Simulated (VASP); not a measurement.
Set up this calculation in VASP 6.6.1, as the native input.

```
Task                   : single point
Functional             : PBE
Dispersion             : D3(BJ)
Potentials or basis    : VASP PAW PBE potentials, release 64 (C)
Cutoff                 : 520 eV
k mesh                 : 12 × 12 × 6
Occupations            : gaussian, width 0.02 eV
Spin                   : no spin polarisation
Dipole correction      : no
Further INCAR settings : ALGO = Normal; EDIFF = 1e-07; NBANDS = 11
```

The structure of C lies in POSCAR:

```
C
1.0
    2.1361629774     -1.2333240065     -0.0089027299
    2.1361629774      1.2333240065     -0.0089027299
   -1.3998604216      0.0000000000      4.2415938420
C
2
Direct
    0.8333446186      0.8333446186      0.0000335836
    0.1666553814      0.1666553814      0.9999664164
```

These files were run (other wordings do the same):

INCAR

```
  ALGO = Normal
  EDIFF = 1E-7
  ENCUT = 520
  GGA = PE
  ISIF = 2
  ISMEAR = 0
  IVDW = 12
  LASPH = True
  LCHARG = True
  LELF = True
  LREAL = False
  LVHAR = True
  LWAVE = False
  NBANDS = 11
  NELM = 100
  PREC = Accurate
  SIGMA = 0.02
```

KPOINTS

```
k-points
0
Gamma
  12 12 6
```

Potentials or basis: VASP PAW PBE potentials, release 64 (C).

The run is started by

```console
$ cat potpaw_PBE.64/C/POTCAR > POTCAR
$ mpirun -np 1 vasp_std > vasp.out
```

Results of the run:

The pressure is -0.5 GPa and the band gap on the k mesh is 0.14 eV, indirect (the least direct gap lies 0.8 meV higher). The dispersion energy per atom is -0.120 eV.

Caveat: three body term missing.

Run time: 20 s on 1 thread of Intel(R) Xeon(R) 6975P-C (Granite Rapids), on a shared host, peak memory 0.17 GiB.
